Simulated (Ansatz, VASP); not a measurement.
Two plane-wave programs on Ba

The input POSCAR:

```
Ba
1.0
   -2.5367939014      2.5367939014      2.5367939014
    2.5367939014     -2.5367939014      2.5367939014
    2.5367939014      2.5367939014     -2.5367939014
Ba
1
Direct
    0.0000000000      0.0000000000      0.0000000000
```

INCAR.step1

```
PREC = Accurate
ENCUT = 520
ISMEAR = 0
SIGMA = 0.1
LREAL = False
LASPH = True
NELM = 80
NBANDS = 11
GGA = PE
ALGO = Normal
EDIFF = 1E-4
LWAVE = True
LCHARG = False
```

The input INCAR.step2:

```
PREC = Accurate
ENCUT = 520
EDIFF = 1E-7
ISMEAR = 0
SIGMA = 0.1
LREAL = False
LASPH = True
NELM = 80
ALGO = Normal
ISIF = 2
LWAVE = False
LCHARG = True
METAGGA = R2SCAN
LMIXTAU = True
LELF = True
LVHAR = True
NBANDS = 11
ISTART = 1
```

Contents of KPOINTS:

```
regular mesh
0
Gamma
  9 9 9
```

Input for Ansatz:

```yaml
crystal:
  lattice:
    - [-2.5367939014, 2.5367939014, 2.5367939014]
    - [2.5367939014, -2.5367939014, 2.5367939014]
    - [2.5367939014, 2.5367939014, -2.5367939014]
  atoms:
    - { symbol: Ba, position: [0.0, 0.0, 0.0] }
hamiltonian:
  xc: r2scan
  pseudopotentials:
    kind: paw
    azcp:
      Ba: "pseudopotentials/Ba.paw.azcp"
basis:
  ecutwfc: 500
  fft_grid_basis: typed
kpoints:
  mp_grid: { grid: [9, 9, 9], shift: [0, 0, 0] }
magnetization:
  spin_polarized: false
scf:
  occupations: { method: gaussian, width: 0.1 }
  lower_state_search: "off"
output:
  stress: true
```

Alike in both runs: task single point; functional r2SCAN; k mesh 9 × 9 × 9; occupations gaussian, width 0.1 eV; no spin polarisation.

```csv
,VASP,Ansatz
version,VASP 6.6.1,Ansatz 0.2.0
potentials or method,"VASP PAW PBE potentials, release 64 (Ba_sv), cutoff 520 eV","plane waves (500 eV) with PAW, scalar-relativistic"
valence electrons in the cell,10,10
```

|  | VASP | Ansatz | Ansatz less VASP |
| --- | --- | --- | --- |
| pressure (GPa) | 0.0 | 0.0 | -0.04 |

VASP's potentials were made for PBE, not for r2SCAN.

Neither program's run includes spin-orbit coupling.
